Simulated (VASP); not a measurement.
# C (I4_1/amd) in VASP: notebook

Runs on C. Level: r2SCAN. Tasks: single point.

Everything below comes from runs of VASP 6.6.1. Logs are shortened: lines on timing, memory, paths and dates and some standing lists are left out, and cuts for length are marked.

### 1 The cell of the first run

The structure is tetragonal, space group I4_1/amd (No. 141). Conventional cell: a = 2.648 Å, b = 2.648 Å, c = 3.567 Å, α = 90.00°, β = 90.00°, γ = 90.00°. C (site symmetry -4m2) has 4 C at 1.60 Å within 2.1 Å.

### 2 Single point, r2SCAN (strain +0.0500 x Voigt [1, 1, 0, 0, 0, 0])

Contents of POSCAR:

```
C
1.0
    0.0000000000      1.8725700000      1.7834000000
    1.8725700000      0.0000000000      1.7834000000
    1.8725700000      1.8725700000      0.0000000000
C
2
Direct
    0.5000000000      0.5000000000      0.5000000000
    0.7500000000      0.7500000000      0.7500000000
```

Contents of INCAR.step1:

```
SYSTEM = C
PREC = Accurate ; ENCUT = 520
ISMEAR = 0 ; SIGMA = 0.05
LREAL = .False. ; LASPH = .True.
NELM = 80 ; NBANDS = 11
GGA = PE ; ALGO = Normal
EDIFF = 1E-4 ; LWAVE = .True.
LCHARG = .False.
```

Contents of INCAR.step2:

```
SYSTEM = C
PREC = Accurate ; ENCUT = 520
EDIFF = 1E-6 ; ISMEAR = 0
SIGMA = 0.05 ; LREAL = .False.
LASPH = .True. ; NELM = 80
ALGO = Normal ; ISIF = 2
LWAVE = .False. ; LCHARG = .False.
METAGGA = R2SCAN ; LMIXTAU = .True.
NBANDS = 11 ; ISTART = 1
```

Contents of KPOINTS:

```
regular mesh
0
Gamma
  12 12 12
  0 0 0
```

Potentials or basis: VASP PAW PBE potentials, release 64 (C).

On the command line:

```bash
$ cat potpaw_PBE.64/C/POTCAR > POTCAR
$ cp INCAR.step1 INCAR
$ mpirun -np 1 vasp_std > vasp.out
$ cp INCAR.step2 INCAR
$ mpirun -np 1 vasp_std > vasp.out
```

OUTCAR:

```text
SYSTEM = C
   PREC = Accurate
   ENCUT = 520
   EDIFF = 1E-6
   ISMEAR = 0
   LREAL = .False.
   LASPH = .True.
   NELM = 80
   ISIF = 2
   METAGGA = R2SCAN
   ISTART = 1

 ion  position               nearest neighbor table
   1  0.500  0.500  0.500-   2 1.60   2 1.60   2 1.60   2 1.60
   2  0.750  0.750  0.750-   1 1.60   1 1.60   1 1.60   1 1.60

  LATTYP: Found a body centered tetragonal cell.
 ALAT       =     2.6482138905
 C/A-ratio  =     1.3468700594

  Lattice vectors:

 A1 = (   0.0000000000,  -1.8725700000,  -1.7834000000)
 A2 = (   0.0000000000,   1.8725700000,  -1.7834000000)
 A3 = (   1.8725700000,   0.0000000000,   1.7834000000)

Analysis of symmetry for initial positions (statically):
=====================================================================
 Subroutine PRICEL returns:
 Original cell was already a primitive cell.

 Routine SETGRP: Setting up the symmetry group for a
 body centered tetragonal supercell.

 Subroutine GETGRP returns: Found 16 space group operations
 (whereof  8 operations were pure point group operations)
 out of a pool of 16 trial point group operations.

The static configuration has the point symmetry D_2d.
 The point group associated with its full space group is D_4h.

Analysis of symmetry for dynamics (positions and initial velocities):
=====================================================================
 Subroutine PRICEL returns:
 Original cell was already a primitive cell.

 Routine SETGRP: Setting up the symmetry group for a
 body centered tetragonal supercell.

 Subroutine GETGRP returns: Found 16 space group operations
 (whereof  8 operations were pure point group operations)
 out of a pool of 16 trial point group operations.

The dynamic configuration has the point symmetry D_2d.
 The point group associated with its full space group is D_4h.

 Subroutine INISYM returns: Found 16 space group operations
 (whereof  8 operations are pure point group operations),
 and found     1 'primitive' translations

----------------------------------------------------------------------------------------

                                     Primitive cell

  volume of cell :      12.5070

  direct lattice vectors                    reciprocal lattice vectors
     0.000000000  1.872570000  1.783400000    -0.267012715  0.267012715  0.280363351
     1.872570000  0.000000000  1.783400000     0.267012715 -0.267012715  0.280363351
     1.872570000  1.872570000  0.000000000     0.267012715  0.267012715 -0.280363351

  length of vectors
     2.585930000  2.585930000  2.648213890     0.470313926  0.470313926  0.470313926

  position of ions in fractional coordinates (direct lattice)
     0.500000000  0.500000000  0.500000000
     0.750000000  0.750000000  0.750000000

  ion indices of the primitive-cell ions
   primitive index   ion index
                 1           1
                 2           2

----------------------------------------------------------------------------------------

 KPOINTS: regular mesh

Automatic generation of k-mesh.
 Grid dimensions read from file:
 generate k-points for:   12   12   12

 Generating k-lattice:

  Cartesian coordinates                     Fractional coordinates (reciprocal lattice)
    -0.022251060  0.022251060  0.023363613     0.083333333  0.000000000  0.000000000
     0.022251060 -0.022251060  0.023363613     0.000000000  0.083333333  0.000000000
     0.022251060  0.022251060 -0.023363613    -0.000000000 -0.000000000  0.083333333

  Length of vectors
     0.039192827  0.039192827  0.039192827

  Shift w.r.t. Gamma in fractional coordinates (k-lattice)
     0.000000000  0.000000000  0.000000000

 Subroutine IBZKPT returns following result:
 ===========================================

 Found    163 irreducible k-points:

 Following reciprocal coordinates:
            Coordinates               Weight
  0.000000  0.000000  0.000000      1.000000
  0.083333 -0.000000  0.000000      8.000000
  0.166667 -0.000000  0.000000      8.000000
  0.250000  0.000000  0.000000      8.000000
  0.333333  0.000000  0.000000      8.000000
  0.416667 -0.000000  0.000000      8.000000
[... 16 lines left out ...]
  0.500000  0.166667  0.000000      8.000000
 -0.416667  0.166667  0.000000      8.000000
 [... further k-points ...]
   k-points           NKPTS =    163   k-points in BZ     NKDIM =    163   number of bands    NBANDS=     11
   number of dos      NEDOS =    301   number of ions     NIONS =      2
   total plane-waves  NPLWV =   8000
   dimension x,y,z NGX =    20 NGY =   20 NGZ =   20
   dimension x,y,z NGXF=    40 NGYF=   40 NGZF=   40
   ions per type =               2
   NGX,Y,Z   is equivalent  to a cutoff of  12.86, 12.86, 12.56 a.u.
   NGXF,Y,Z  is equivalent  to a cutoff of  25.72, 25.72, 25.11 a.u.
 SYSTEM =  C
   PREC   = accura    normal or accurate (medium, high low for compatibility)
   ISTART =      1    job   : 0-new  1-cont  2-samecut
   ICHARG =      0    charge: 1-file 2-atom 10-const
   ISPIN  =      1    spin polarized calculation?
   LNONCOLLINEAR =      F non collinear calculations
   LSORBIT =      F    spin-orbit coupling
   LASPH  =      T    aspherical Exc in radial PAW
   ENCUT  =  520.0 eV  38.22 Ry    6.18 a.u.   4.81  4.81  4.92*2*pi/ulx,y,z
   NELM   =     80;   NELMIN=  2; NELMDL=  0     # of ELM steps
   EDIFF  = 0.1E-05   stopping-criterion for ELM
   LREAL  =      F    real-space projection
   EDIFFG = 0.1E-04   stopping-criterion for IOM
   NSW    =      0    number of steps for IOM
   IBRION =     -1    ionic relax: 0-MD 1-quasi-New 2-CG
   NFREE  =      0    steps in history (QN), initial steepest desc. (CG)
   ISIF   =      2    stress and relaxation
   ISYM   =      2    0-nonsym 1-usesym 2-fastsym
   POTIM  = 0.5000    time-step for ionic-motion
   TEBEG  =    0.0;   TEEND  =   0.0 temperature during run
   PSTRESS=    0.0 pullay stress
   NELECT =       8.0000    total number of electrons
   NUPDOWN=      -1.0000    fix difference up-down
   EMIN   =  10.00;   EMAX   =-10.00  energy-range for DOS
   EFERMI =   0.00;   METHOD = LEGACY
   ISMEAR =     0;   SIGMA  =   0.05  broadening in eV -4-tet -1-fermi 0-gaus
   EFERMI_NEDOS =   21; number of points for ismear=-14 and -15
   IALGO  =     38    algorithm
   IMIX   =      4    mixing-type and parameters
     AMIX     =   0.40;   BMIX     =  1.00
     AMIX_MAG =   1.60;   BMIX_MAG =  1.00
  volume/ion in A,a.u.               =       6.25        42.20
  Fermi-wavevector in a.u.,A,eV,Ry     =   1.410544  2.665541 27.070606  1.989633
  Thomas-Fermi vector in A             =   2.532487
   LORBIT       =      0    0 simple, 1 ext, 2 COOP (PROOUT), +10 PAW based schemes
   METAGGA = R2SCAN    functional components
   LHFCALC =     F    Hartree Fock is set to
   AEXX    =    0.0000 exact exchange contribution
   IVDW    =     0    specifies the selected vdW correction
   LEPSILON=     F    determine dielectric tensor
   LRPA    =     F    only Hartree local field effects (RPA)
 non-spin polarized calculation
 Gauss-broadening in eV      SIGMA  =   0.05
  energy-cutoff  :      520.00
  volume of cell :       12.51
 maximum number of plane-waves:       346
   NGX =  9   NGY =  9   NGZ =  9

 number of electron       8.0000001 magnetization

 Free energy of the ion-electron system (eV)
  ---------------------------------------------------
  ext. energy  EPLUGINS =         0.00000000
  ---------------------------------------------------
  free energy    TOTEN  =       -19.45482148 eV

  energy without entropy =      -19.45482148  energy(sigma->0) =      -19.45482148

 E-fermi :   9.1291     XC(G=0): -13.7317

 val. band max:        8.8028449769   @ k =   0.0000   0.0000   0.0000
 cond. band min:      11.7294351301   @ k =   0.3333   0.3333   0.0000
 fundamental gap:      2.9265901532
 Fermi energy:         9.1291086267

 k-point     1 :       0.0000    0.0000    0.0000
  band No.  band energies     occupation
      1     -13.0400      2.00000
      2       8.1209      2.00000
      3       8.1210      2.00000
      4       8.8028      2.00000
      5      13.5224      0.00000
      6      14.1451      0.00000
      7      14.1451      0.00000
      8      19.8620      0.00000
      9      27.4745      0.00000
     10      33.4845      0.00000
     11      35.2622      0.00000

 k-point     2 :       0.0833   -0.0000    0.0000
  band No.  band energies     occupation
      1     -12.8520      2.00000
      2       7.0653      2.00000
      3       7.8016      2.00000
      4       8.3411      2.00000
      5      13.9460      0.00000
      6      14.5348      0.00000
      7      14.7726      0.00000
      8      20.1392      0.00000
      9      27.8077      0.00000
     10      31.9035      0.00000
     11      33.0899      0.00000

 k-point     3 :       0.1667   -0.0000    0.0000
  band No.  band energies     occupation
      1     -12.2910      2.00000
      2       4.6009      2.00000
      3       7.0924      2.00000
      4       7.6502      2.00000
      5      14.7464      0.00000
      6      15.3725      0.00000
      7      15.7427      0.00000
      8      20.9635      0.00000
      9      28.4971      0.00000
     10      30.6233      0.00000
     11      31.5547      0.00000

 k-point     4 :       0.2500    0.0000    0.0000
  band No.  band energies     occupation
      1     -11.3681      2.00000
      2       1.8077      2.00000
      3       6.3442      2.00000
      4       6.9835      2.00000
      5      15.3338      0.00000
      6      16.1223      0.00000
      7      16.5232      0.00000
      8      22.1189      0.00000
      9      28.8597      0.00000
     10      30.4882      0.00000
     11      31.1674      0.00000
[... 239 lines left out ...]
 k-point    22 :       0.4167    0.1667    0.0000
  band No.  band energies     occupation
      1      -8.8501      2.00000
      2      -1.4817      2.00000
      3       4.0601      2.00000
      4       4.5571      2.00000
      5      14.3159      0.00000
      6      18.9437      0.00000
      7      19.1125      0.00000
      8      20.5961      0.00000
      9      29.7356      0.00000
     10      30.8532      0.00000
     11      35.5713      0.00000

 k-point    23 :       0.5000    0.1667    0.0000
  band No.  band energies     occupation
      1      -7.4132      2.00000
      2      -3.5480      2.00000
      3       3.8940      2.00000
      4       4.1067      2.00000
      5      14.7047      0.00000
      6      18.8559      0.00000
      7      19.2253      0.00000
      8      21.9415      0.00000
      9      28.7021      0.00000
     10      31.9873      0.00000
     11      34.8438      0.00000

 k-point    24 :      -0.4167    0.1667    0.0000
  band No.  band energies     occupation
      1      -7.2356      2.00000
      2      -3.7789      2.00000
      3       3.4190      2.00000
      4       4.4477      2.00000
      5      15.0500      0.00000
      6      18.4277      0.00000
      7      19.3119      0.00000
      8      23.2819      0.00000
      9      27.6227      0.00000
     10      32.4962      0.00000
     11      32.5072      0.00000

 [... further k-points ...]
[... 5 lines left out ...]
  --------------------------------------------------------------------------------------
  -------------------------------------------------------------------------------------
  Total       -3.9861724     -3.9861724     -0.8067367      0.0000000      0.0000000      0.0000000
  in kB     -510.6364110   -510.6364110   -103.3445307      0.0000000      0.0000000      0.0000000
  external PRESSURE =    -374.8724509 kB  Pullay stress =       0.0000000 kB

 VOLUME and BASIS-vectors are now :
 -----------------------------------------------------------------------------
  energy-cutoff  :      520.00
  volume of cell :       12.51
      direct lattice vectors                 reciprocal lattice vectors
     0.000000000  1.872570000  1.783400000    -0.267012715  0.267012715  0.280363351
     1.872570000  0.000000000  1.783400000     0.267012715 -0.267012715  0.280363351
     1.872570000  1.872570000  0.000000000     0.267012715  0.267012715 -0.280363351

 POSITION                                       TOTAL-FORCE (eV/Angst)
 -----------------------------------------------------------------------------------
      1.87257      1.87257      1.78340         0.000000      0.000000     -0.000000
      2.80886      2.80886      2.67510        -0.000000     -0.000000      0.000000
 -----------------------------------------------------------------------------------
    total drift:                                0.000000     -0.000000      0.000000

  FREE ENERGIE OF THE ION-ELECTRON SYSTEM (eV)
  ---------------------------------------------------
  free  energy   TOTEN  =       -19.4548214783 eV

  energy  without entropy=      -19.4548214783  energy(sigma->0) =      -19.45482148
```

Wall time 1.7 min (1 thread of AMD EPYC 7R13, shared host); peak memory 0.1 GiB.

What came out:

```
Free energy            : -19.4548 eV
Pressure               : -37.5 GPa
Band gap on the k mesh : 2.93 eV, indirect (least direct gap 4.72 eV)
```

Levels at points of the mesh, in eV from the valence-band top:
```
           k point  band 1  band 2  band 3  band 4  band 5  band 6  band 7  band 8
(0.00, 0.00, 0.00)  -21.84   -0.68   -0.68    0.00    4.72    5.34    5.34   11.06
(0.50, 0.00, 0.00)  -16.43  -13.43   -3.57   -2.77    6.81    7.83    8.68   15.28
(0.50, 0.50, 0.00)  -12.89  -12.89   -6.96   -6.96    3.60    3.60   16.07   16.07
(0.50, 0.00, 0.50)  -13.59  -13.59   -6.27   -6.27    4.71    4.71   15.72   15.72
```

Caveat: the cell differs from its parent crystal (strain +0.0500 x Voigt [1, 1, 0, 0, 0, 0]); the PAW data sets were made with another functional, which shifts forces and pressure a little.

[end of part 1 of 2]
